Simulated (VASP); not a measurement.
A run of VASP 6.6.1 is set up as follows.

INCAR

```
SYSTEM = Ba2HfGa3
PREC     = Accurate       ! precision mode
ENCUT    = 520            ! plane-wave cutoff, eV
EDIFF    = 1E-6           ! SCF threshold, eV
ISMEAR   = 0              ! smearing method
SIGMA    = 0.1            ! smearing width, eV
LREAL    = .FALSE.        ! projectors in reciprocal space
LASPH    = .TRUE.         ! aspherical terms in the spheres
NELM     = 60             ! most SCF steps
ALGO     = Normal         ! electronic algorithm
ISIF     = 2              ! what is computed and relaxed
LWAVE    = .FALSE.        ! write WAVECAR
LCHARG   = .FALSE.        ! write CHGCAR
GGA      = PE             ! functional
NBANDS   = 44             ! bands
```

The input KPOINTS:

```
Automatic mesh
0
G
  3 3 4
  0 0 0
```

The input POSCAR:

```
Ba2HfGa3
1.0
    6.0824519867      0.0000000000      0.0000000000
   -3.0412259934      5.2675579378      0.0000000000
    0.0000000000      0.0000000000      5.7740851121
Ba Hf Ga
2 1 3
Direct
    0.3333333333      0.6666666667      0.0000000000
    0.6666666667      0.3333333333      0.0000000000
    0.0000000000      0.0000000000      0.0000000000
    0.5000000000      0.0000000000      0.5000000000
    0.5000000000      0.5000000000      0.5000000000
    0.0000000000      0.5000000000      0.5000000000
```

Potentials or basis: VASP PAW PBE potentials, release 64 (Ba_sv, Hf_pv, Ga_d).

Launch:

```sh
$ cat potpaw_PBE.64/Ba_sv/POTCAR potpaw_PBE.64/Hf_pv/POTCAR potpaw_PBE.64/Ga_d/POTCAR > POTCAR
$ mpirun -np 1 vasp_std > vasp.out
```

Q: Predict the band gap on the k mesh.

A: Zero (an odd number of electrons rules out a gap without spin polarisation).

Q: Estimate the pressure.

A: 0.4 GPa.

Stress tensor (GPa, compression positive):
```
0.38 0.00 0.00
0.00 0.38 0.00
0.00 0.00 0.53
```

Caveat: the k points lie up to 0.40 Å⁻¹ apart, too coarse for converged energies and pressures of a metal; spin-orbit coupling is left out, which moves the levels of the heavy elements.
